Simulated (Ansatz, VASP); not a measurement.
# Two plane-wave programs on ZrH5

```
Zr H
1.0
     3.73206    0.00000    0.00000
    -1.86603    3.23206    0.00000
     0.00000    0.00000    3.31595
Zr H
1 5
Direct
  0.00000 0.00000 0.50000
  0.00000 0.70251 0.00000
  0.33333 0.66667 0.50000
  0.70251 0.00000 0.00000
  0.66667 0.33333 0.50000
  0.29749 0.29749 0.00000
```

Change from the starting cell: species swapped into the Mg5Sc type (P-62m, No. 189).

Alike in both runs: functional PBE; k mesh 4 × 4 × 4; occupations gaussian, width 0.2 eV; no spin polarisation.

Ansatz relaxed the structure, and its values are those at the end. VASP's run is a single point on that final structure, the one shown.

|  | VASP | Ansatz |
| --- | --- | --- |
| version | VASP 6.6.1 | Ansatz 0.2.0 |
| potentials or method | VASP PAW PBE potentials, release 64 (Zr_sv, H), cutoff 500 eV | scalar-relativistic, plane waves, PAW |
| valence electrons in the cell | 17 | 17 |

|  | VASP | Ansatz | Ansatz less VASP |
| --- | --- | --- | --- |
| gap on the k mesh at the Fermi level (eV) | none | none | - |
| pressure (GPa) | -0.7 | -0.6 | +0.15 |
| rms of the force components (eV/Å) | 0.014 | 0.017 | +0.0024 |

A gap of «none» marks a metal or a gap that the smearing closes.

The k mesh is coarse, so the values compare programs but aren't converged.
